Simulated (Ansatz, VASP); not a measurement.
## One calculation of C, two programs

```
C
1.0
     0.00000    1.76560    1.72358
     1.76560    0.00000    1.72358
     1.76560    1.76560    0.00000
C
2
Direct
  0.50000 0.50000 0.50000
  0.75000 0.75000 0.75000
```

Alike in both runs: task single point; functional LDA; k mesh 12 × 12 × 12; occupations gaussian, width 0.05 eV; no spin polarisation.

|  | VASP | Ansatz |
| --- | --- | --- |
| version | VASP 6.6.1 | Ansatz 0.2.0 |
| potentials or method | VASP PAW LDA potentials, release 64 (C_h), cutoff 910 eV | scalar-relativistic, plane waves, PAW |
| valence electrons in the cell | 8 | 8 |

|  | VASP | Ansatz | Ansatz less VASP |
| --- | --- | --- | --- |
| gap on the k mesh at the Fermi level (eV) | 3.64 | 3.64 | +0.006 |
| least direct gap on the mesh (eV) | 5.26 | 5.25 | -0.003 |

Ansatz warns that its potentials were made for another functional, while VASP's fit it. LDA's correlation is that of Perdew and Zunger in VASP and of Perdew and Wang (1992) in Ansatz.

Noted on VASP's run: the cutoff is short for stress, so the pressure is rough.
